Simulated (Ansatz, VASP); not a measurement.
## One calculation of TiAl3, two programs

```xyz
4
Lattice="-1.9260 1.9260 4.3008 1.9260 -1.9260 4.3008 1.9260 1.9260 -4.3008" Properties=species:S:1:pos:R:3 pbc="T T T"
Ti    0.0000    0.0000    0.0000
Al    0.0000    0.0000    4.3008
Al    0.0000    1.9260    2.1504
Al    1.9260    0.0000    2.1504
```

Alike in both runs: functional PBE; k mesh 16 × 16 × 16; occupations fermi-dirac, width 0.15 eV; no spin polarisation.

Ansatz relaxed the structure, and its values are those at the end. VASP's run is a single point on that final structure, the one shown.

|  | VASP | Ansatz |
| --- | --- | --- |
| version | VASP 6.6.1 | Ansatz 0.2.0 |
| potentials or method | VASP PAW PBE potentials, release 64 (Ti_sv, Al), cutoff 520 eV | scalar-relativistic, plane waves, PAW |
| valence electrons in the cell | 21 | 21 |

```tsv
	VASP	Ansatz	Ansatz less VASP
gap on the k mesh at the Fermi level (eV)	none	none	-
pressure (GPa)	0.0	0.0	0.00
```

A gap of «none» marks a metal or a gap that the smearing closes.
